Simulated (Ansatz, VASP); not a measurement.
**One calculation of SiC, two programs**

INCAR

```
  PREC = Accurate
  ENCUT = 600
  EDIFF = 1E-6
  ISMEAR = 0
  SIGMA = 0.02
  LREAL = F
  LASPH = T
  NELM = 100
  ALGO = Normal
  ISIF = 3
  LWAVE = F
  LCHARG = F
  GGA = PE
  IBRION = 2
  NSW = 100
  EDIFFG = -0.01
```

KPOINTS

```
regular mesh
0
Gamma
  12 12 6
```

POSCAR

```
SiC
1.0
    3.0917628281      0.0000000000      0.0000000000
   -1.5458814140      2.6775451516      0.0000000000
    0.0000000000      0.0000000000      5.0726468946
Si C
2 2
Direct
    0.6666666667      0.3333333333      0.5045346401
    0.3333333333      0.6666666667      0.0045346401
    0.6666666667      0.3333333333      0.8804653499
    0.3333333333      0.6666666667      0.3804653499
```

Input for Ansatz:

```yaml
crystal:
  lattice:
    - [3.0917628281, 0.0, 0.0]
    - [-1.545881414, 2.6775451516, 0.0]
    - [0.0, 0.0, 5.0726468946]
  atoms:
    - { symbol: Si, position: [0.6666666667, 0.3333333333, 0.5045346401] }
    - { symbol: Si, position: [0.3333333333, 0.6666666667, 0.0045346401] }
    - { symbol: C, position: [0.6666666667, 0.3333333333, 0.8804653499] }
    - { symbol: C, position: [0.3333333333, 0.6666666667, 0.3804653499] }
basis:
  ecutwfc: 420
kpoints:
  mp_grid: { grid: [12, 12, 6] }
hamiltonian:
  xc: pbe
scf:
  occupations: { method: gaussian, width: 0.02 }
output:
  forces: true
  stress: true
  eigenvalues: true
  write_density: true
  write_potential: true
  elf: true
  volumetric_format: npy
relax:
  adjacent_minimum: "off"
  f_tol: 0.01
  max_steps: 80
  cell: { stress_tol: 0.05 }
```

Alike in both runs: task relaxation of cell and atoms; functional PBE; k mesh 12 × 12 × 6; occupations gaussian, width 0.02 eV; no spin polarisation.

```csv
,VASP,Ansatz
version,VASP 6.6.1,Ansatz 0.2.0
potentials or method,"VASP PAW PBE potentials, release 64 (Si, C), cutoff 600 eV","scalar-relativistic, plane waves, PAW"
valence electrons in the cell,16,16
```

|  | VASP | Ansatz | Ansatz less VASP |
| --- | --- | --- | --- |
| gap on the k mesh at the Fermi level, each at its own relaxed structure (eV) | 2.31 | 2.31 | -0.001 |
| relaxed volume (Å³/atom) | 10.50 | 10.50 | +0.004 |
| relaxed length of the cell vector where the two differ most in proportion (Å) | 5.073 | 5.074 | +0.0017 |

Noted on VASP's run: the relaxation stopped at its first step, so nothing moved.
